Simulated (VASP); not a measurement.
Here is a VASP 6.6.1 calculation.

Contents of INCAR:

```
ALGO = Normal
EDIFF = 1E-6
EDIFFG = -0.01
ENCUT = 600
GGA = PE
IBRION = 2
ISIF = 4
ISMEAR = 0
LASPH = True
LCHARG = False
LREAL = False
LWAVE = False
NELM = 100
NSW = 50
PREC = Accurate
SIGMA = 0.02
```

The input KPOINTS:

```
k-points
0
Gamma
  6 6 2
```

The input POSCAR:

```
LiCl
1.0
    3.5846879696      0.0000000000      0.0000000000
   -1.7923439848      3.1044308463      0.0000000000
    0.0000000000      0.0000000000     11.8992515062
Li Cl
4 4
Direct
    0.3333333333      0.6666666667      0.8767234304
    0.6666666667      0.3333333333      0.1232765696
    0.6666666667      0.3333333333      0.3767234304
    0.3333333333      0.6666666667      0.6232765696
    0.6666666667      0.3333333333      0.7500000000
    0.0000000000      0.0000000000      0.0000000000
    0.3333333333      0.6666666667      0.2500000000
    0.0000000000      0.0000000000      0.5000000000
```

Potentials or basis: VASP PAW PBE potentials, release 64 (Li_sv, Cl).

The run is started by

```sh
$ cat potpaw_PBE.64/Li_sv/POTCAR potpaw_PBE.64/Cl/POTCAR > POTCAR
$ mpirun -np 1 vasp_std > vasp.out
```

Predict the band gap on the k mesh.

6.40 eV, direct.

Forces in eV/Å, atoms in the order of the input:
```
Li   0.000  0.000 -0.003
Li   0.000  0.000  0.003
Li   0.000  0.000 -0.003
Li   0.000  0.000  0.003
Cl   0.000  0.000  0.000
Cl   0.000  0.000  0.000
Cl   0.000  0.000  0.000
Cl   0.000  0.000  0.000
```

Caveat: the relaxation stopped at its first step, so nothing moved. A k mesh can miss the band edges.
